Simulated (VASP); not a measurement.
Input of a VASP 6.6.1 run:

Contents of POSCAR:

```
CuP
1.0
    0.0000000000      2.3753200984      2.3753200984
    2.3753200984      0.0000000000      2.3753200984
    2.3753200984      2.3753200984      0.0000000000
Cu P
1 1
Direct
    0.5000000000      0.5000000000      0.5000000000
    0.0000000000      0.0000000000      0.0000000000
```

INCAR.step1

```
PREC = Accurate
ENCUT = 520
ISMEAR = 0
SIGMA = 0.05
LREAL = F
LASPH = T
NELM = 60
NBANDS = 15
GGA = PE
ALGO = Normal
EDIFF = 1E-4
LWAVE = T
LCHARG = F
```

File INCAR.step2:

```
PREC = Accurate
ENCUT = 520
EDIFF = 1E-6
ISMEAR = 0
SIGMA = 0.05
LREAL = F
LASPH = T
NELM = 60
ALGO = Normal
ISIF = 2
LWAVE = F
LCHARG = F
METAGGA = R2SCAN
LMIXTAU = T
NBANDS = 15
ISTART = 1
```

The input KPOINTS:

```
regular mesh
0
Gamma
  12 12 12
```

Potentials or basis: VASP PAW PBE potentials, release 64 (Cu, P).

Command:

```bash
$ cat potpaw_PBE.64/Cu/POTCAR potpaw_PBE.64/P/POTCAR > POTCAR
$ cp INCAR.step1 INCAR
$ mpirun -np 1 vasp_std > vasp.out
$ cp INCAR.step2 INCAR
$ mpirun -np 1 vasp_std > vasp.out
```

Task: Predict the band gap on the k mesh.

Result: Zero (bands 8 and 9 overlap by 5.20 eV).

Task: Predict the pressure.

Result: 5.6 GPa.

Caveat: the cell stands under pressure; the PAW data sets were made with another functional, which shifts forces and pressure a little.
